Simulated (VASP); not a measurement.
# WS2 (R3m) in VASP: notebook, part 2 of 2

VASP 6.6.1.

### Step 5. Single point, PBE+U, collinear spin

Input file INCAR:

```
SYSTEM = WS2
PREC     = Accurate       ! precision mode
ENCUT    = 520            ! plane-wave cutoff, eV
EDIFF    = 1E-7           ! SCF threshold, eV
ISMEAR   = 0              ! smearing method
SIGMA    = 0.05           ! smearing width, eV
LREAL    = .FALSE.        ! projectors in reciprocal space
LASPH    = .TRUE.         ! aspherical terms in the spheres
NELM     = 150            ! most SCF steps
ALGO     = Normal         ! electronic algorithm
ISIF     = 2              ! what is computed and relaxed
LWAVE    = .FALSE.        ! write WAVECAR
LCHARG   = .FALSE.        ! write CHGCAR
ISPIN    = 2              ! spin polarisation
MAGMOM   = 1.03 0.01 0    ! initial moments
LORBIT   = 11             ! projections on sites
NUPDOWN  = 1.5            ! fixed moment
LMAXMIX  = 4              ! l up to which the mixer works
LDAU     = .TRUE.         ! DFT+U
LDAUTYPE = 2            
LDAUL    = 2 -1           ! shell
LDAUU    = 4 0            ! U, eV
LDAUJ    = 0 0          
LDAUPRINT= 1            
GGA      = PE             ! functional
NBANDS   = 24             ! bands
```

Input file KPOINTS:

```
regular mesh
0
G
  7 7 7
  0 0 0
```

Input file POSCAR:

```
WS2
1.0
    1.5790001700      0.9116361700      6.1633291500
   -1.5790001700      0.9116361700      6.1633291500
    0.0000000000     -1.8232723400      6.1633291500
W S
1 2
Direct
    0.0000000000      0.0000000000      0.0000000000
    0.7503000000      0.7503000000      0.7503000000
    0.5810000000      0.5810000000      0.5810000000
```

Potentials or basis: VASP PAW PBE potentials, release 64 (W_sv, S).

Run with:

```bash
$ cat potpaw_PBE.64/W_sv/POTCAR potpaw_PBE.64/S/POTCAR > POTCAR
$ mpirun -np 1 vasp_std > vasp.out
```

OUTCAR:

```text
SYSTEM = WS2
   PREC = Accurate
   ENCUT = 520
   EDIFF = 1E-7
   ISMEAR = 0
   LREAL = .FALSE.
   LASPH = .TRUE.
   NELM = 150
   ISIF = 2
   ISPIN = 2
   LORBIT = 11
   NUPDOWN = 1.5
   GGA = PE

 ion  position               nearest neighbor table
   1  0.000  0.000  0.000-   2 2.39   2 2.39   2 2.39   3 2.42   3 2.42   3 2.42
   2  0.750  0.750  0.750-   1 2.39   1 2.39   1 2.39
   3  0.581  0.581  0.581-   1 2.42   1 2.42   1 2.42

  LATTYP: Found a trigonal (rhomboedric) cell.
 ALAT       =     6.4273593532
 COS(alpha) =     0.8792939097

  Lattice vectors:

 A1 = (   1.5790001700,   0.9116361700,   6.1633291500)
 A2 = (  -1.5790001700,   0.9116361700,   6.1633291500)
 A3 = (   0.0000000000,  -1.8232723400,   6.1633291500)

Analysis of symmetry for initial positions (statically):
=====================================================================
 Subroutine PRICEL returns:
 Original cell was already a primitive cell.

 Routine SETGRP: Setting up the symmetry group for a
[... 1530 lines left out ...]
 [... further k-points ...]

------------------------ aborting loop because EDIFF is reached ----------------------------------------

  FORCE on cell =-STRESS in cart. coord.  units (eV):
  Direction    XX          YY          ZZ          XY          YZ          ZX
  --------------------------------------------------------------------------------------
  -------------------------------------------------------------------------------------
  Total        6.0175485      6.0175485      4.8177097      0.0000000      0.0000000      0.0000000
  in kB      181.1172626    181.1172613    145.0042977      0.0000000      0.0000000      0.0000000
  external PRESSURE =     169.0796072 kB  Pullay stress =       0.0000000 kB

 VOLUME and BASIS-vectors are now :
 -----------------------------------------------------------------------------
  energy-cutoff  :      520.00
  volume of cell :       53.23
      direct lattice vectors                 reciprocal lattice vectors
     1.579000170  0.911636170  6.163329150     0.316656077  0.182821472  0.054083325
    -1.579000170  0.911636170  6.163329150    -0.316656077  0.182821472  0.054083325
     0.000000000 -1.823272340  6.163329150     0.000000000 -0.365642944  0.054083325

 POSITION                                       TOTAL-FORCE (eV/Angst)
 -----------------------------------------------------------------------------------
      0.00000      0.00000      0.00000         0.000000     -0.000000     -0.363363
      0.00000      0.00000     13.87304         0.000000      0.000000      1.441064
      0.00000      0.00000     10.74268         0.000000      0.000000     -1.077701
 -----------------------------------------------------------------------------------
    total drift:                                0.000000      0.000000      0.000005

  FREE ENERGIE OF THE ION-ELECTRON SYSTEM (eV)
  ---------------------------------------------------
  free  energy   TOTEN  =       -17.5446191699 eV

  energy  without entropy=      -17.5413475276  energy(sigma->0) =      -17.54298335

 total charge

# of ion       s       p       d       tot
------------------------------------------
    1        2.341   6.345   3.315  12.000
    2        1.360   2.396   0.000   3.756
    3        1.362   2.379   0.000   3.741
--------------------------------------------------
tot          5.063  11.119   3.315  19.498

 magnetization (x)

# of ion       s       p       d       tot
------------------------------------------
    1        0.023   0.016   1.080   1.119
    2        0.004   0.029   0.000   0.033
    3        0.005   0.030   0.000   0.035
--------------------------------------------------
tot          0.033   0.075   1.080   1.188
```

OSZICAR:

```text
N       E                     dE             d eps       ncg     rms          rms(c)
DAV:   1     0.205901298355E+03    0.20590E+03   -0.12214E+04  4224   0.105E+03
DAV:   2    -0.861576585722E+01   -0.21452E+03   -0.20541E+03  4848   0.307E+02
DAV:   3    -0.186801112413E+02   -0.10064E+02   -0.99557E+01  5432   0.633E+01
DAV:   4    -0.188110119861E+02   -0.13090E+00   -0.13081E+00  4704   0.788E+00
DAV:   5    -0.188132866366E+02   -0.22747E-02   -0.22744E-02  5528   0.106E+00    0.263E+01
DAV:   6    -0.177095315548E+02    0.11038E+01   -0.64532E+00  4624   0.163E+01    0.116E+01
DAV:   7    -0.175820864109E+02    0.12745E+00   -0.13597E+00  4352   0.674E+00    0.650E+00
DAV:   8    -0.175438223761E+02    0.38264E-01   -0.23874E-01  5312   0.285E+00    0.196E+00
DAV:   9    -0.175442966301E+02   -0.47425E-03   -0.15962E-02  5048   0.738E-01    0.905E-01
DAV:  10    -0.175442372761E+02    0.59354E-04   -0.62495E-03  5304   0.481E-01    0.274E-01
DAV:  11    -0.175444275549E+02   -0.19028E-03   -0.14885E-03  4744   0.212E-01    0.101E-01
DAV:  12    -0.175444988540E+02   -0.71299E-04   -0.87546E-05  5400   0.584E-02    0.532E-02
DAV:  13    -0.175445714440E+02   -0.72590E-04   -0.82506E-05  5056   0.383E-02    0.312E-02
DAV:  14    -0.175446137009E+02   -0.42257E-04   -0.10624E-04  5040   0.417E-02    0.128E-02
DAV:  15    -0.175446187978E+02   -0.50969E-05   -0.18820E-05  5368   0.183E-02    0.748E-03
DAV:  16    -0.175446190684E+02   -0.27057E-06   -0.53870E-07  4912   0.412E-03    0.371E-03
DAV:  17    -0.175446191688E+02   -0.10044E-06   -0.13274E-07  3488   0.213E-03    0.861E-04
DAV:  18    -0.175446191699E+02   -0.10327E-08   -0.36611E-08  2552   0.107E-03
   1 F= -.17544619E+02 E0= -.17542983E+02  d E =-.327164E-02  mag=     1.5000
```

Run time: 2.6 min. Hardware: 1 thread of Intel Xeon 6975P-C (Granite Rapids), shared host; peak memory 0.44 GiB.

Results:

```
Free energy                                           : -17.5446 eV
Pressure                                              : 16.9 GPa
Largest force                                         : 1.441 eV/Å
Net moment                                            : 1.50 μB per cell
Site moments                                          : W +1.12; S +0.03, +0.04 μB
Valence electrons inside the program's atomic spheres : W 12.00; S 3.76, 3.74
```

Forces in eV/Å, atoms in the order of the input:
```
W    0.000  0.000 -0.363
S    0.000  0.000  1.441
S    0.000  0.000 -1.078
```

Eigenvalues of the final occupation matrices:
| site | spin | trace | eigenvalues |
| --- | --- | --- | --- |
| site 1 d | 1 | 2.23 | 0.33 0.33 0.45 0.45 0.66 |
| site 1 d | 2 | 1.14 | 0.14 0.20 0.20 0.30 0.30 |

Caveat: the cell stands under pressure; spin-orbit coupling is left out, which moves the levels of the heavy elements; the total moment is fixed, so each spin has its own Fermi level; forces of over 1 eV/Å act on the atoms, so gaps and moduli don't describe the material at rest.

### Step 6. Summary

| spin | fixed moment (μB) | gap on the mesh (eV) | pressure (GPa) | moment (μB) | largest force (eV/Å) |
| --- | --- | --- | --- | --- | --- |
| collinear | - | 1.16 | 8.0 | 0.00 | 0.90 |
| collinear, zero start | 0.0 | - | 8.0 | 0.00 | 0.90 |
| collinear, zero start | - | 1.16 | 8.0 | 0.00 | 0.90 |
| collinear | 1.5 | - | 16.9 | 1.50 | 1.44 |

Alike in all rows: task single point; level PBE+U; potentials or basis VASP PAW PBE potentials, release 64 (W_sv, S); W d U = 4.0 eV; cell as given; k mesh 7 × 7 × 7; cutoff (eV) 520; smearing gaussian 0.05 eV.

Caveats: the cell stands under pressure; spin-orbit coupling is left out, which moves the levels of the heavy elements; an odd mesh through Γ misses points on the zone boundary, where band edges can lie (at least some runs); the total moment is fixed, so each spin has its own Fermi level (at least some runs); forces of over 1 eV/Å act on the atoms, so gaps and moduli don't describe the material at rest (at least some runs).

Absolute energies hang on the potentials; compare differences alone.
